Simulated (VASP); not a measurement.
Input of a VASP 6.6.1 run:

Contents of INCAR:

```
PREC     = Accurate       # precision mode
ENCUT    = 520            # plane-wave cutoff, eV
EDIFF    = 1E-8           # SCF threshold, eV
ISMEAR   = -1             # smearing method
SIGMA    = 0.08           # smearing width, eV
LREAL    = F              # projectors in reciprocal space
LASPH    = T              # aspherical terms in the spheres
NELM     = 60             # most SCF steps
ALGO     = Normal         # electronic algorithm
ISIF     = 2              # what is computed and relaxed
LWAVE    = F              # write WAVECAR
LCHARG   = F              # write CHGCAR
GGA      = PS             # functional
IBRION   = 8              # ionic algorithm
NSW      = 1              # ionic steps
```

File KPOINTS:

```
Automatic mesh
0
Gamma
  10 10 10
```

POSCAR

```
MgTl
1.0
    3.6205405828      0.0000000000      0.0000000000
    0.0000000000      3.6205405828      0.0000000000
    0.0000000000      0.0000000000      3.6205405828
Mg Tl
1 1
Direct
    0.0000000000      0.0000000000      0.0000000000
    0.5000000000      0.5000000000      0.5000000000
```

Potentials or basis: VASP PAW PBE potentials, release 64 (Mg, Tl_d).

Command:

```bash
$ cat potpaw_PBE.64/Mg/POTCAR potpaw_PBE.64/Tl_d/POTCAR > POTCAR
$ mpirun -np 1 vasp_std > vasp.out
```

Problem. What does it give for the highest phonon frequency at Γ, LO-TO splitting left out?

Solution. 149 cm⁻¹.

Phonon frequencies in cm⁻¹ (negative: imaginary):
| q point | frequencies |
| --- | --- |
| (0.000, 0.000, 0.000) | 0 0 0 149 149 149 |
